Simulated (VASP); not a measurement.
# Li2Mg: single point with LDA

The system is Li2Mg.

```
Li Mg
1.0
     3.07827    0.00000    0.00000
    -1.53913    2.66586    0.00000
     0.00000    0.00000   15.43390
Li Mg
4 2
Direct
  0.66667 0.33333 0.58279
  0.33333 0.66667 0.08279
  0.33333 0.66667 0.41721
  0.66667 0.33333 0.91721
  0.33333 0.66667 0.75000
  0.66667 0.33333 0.25000
```

```yaml
Program: VASP 6.6.1
Task: single point
Functional: LDA
Potentials_or_basis: VASP PAW LDA potentials, release 64 (Li_sv, Mg)
Cutoff: 520 eV
k_mesh: 10 × 10 × 2
Occupations: methfessel-paxton, width 0.025 eV
Spin: no spin polarisation
```

```json
{
  "Largest force": "0.030 eV/Å",
  "Band gap on the k mesh": "zero (band 8 reaches 2.42 eV, above the bottom of band 9 at -1.03 eV)"
}
```

Forces on the atoms (eV/Å):
```
Li   0.000  0.000  0.030
Li   0.000  0.000  0.030
Li   0.000  0.000 -0.030
Li   0.000  0.000 -0.030
Mg   0.000  0.000  0.000
Mg   0.000  0.000  0.000
```

Levels at points of the mesh, in eV from the Fermi level:
```
           k point  band 6  band 7  band 8  band 9  band 10  band 11
(0.00, 0.00, 0.00)   -5.54   -3.18   -2.27   -2.25    -0.64     1.47
(0.50, 0.00, 0.00)   -0.79   -0.52   -0.47    0.18     0.72     1.96
(0.00, 0.00, 0.50)   -5.56   -2.93   -2.93   -1.32    -1.32     2.42
(0.50, 0.00, 0.50)   -0.86   -0.50   -0.50    0.44     0.44     2.15
```

Run time: 35 s on 1 thread of AMD EPYC 9R45 96-Core Processor (Zen 5), with other jobs on the host, peak memory 0.19 GiB.
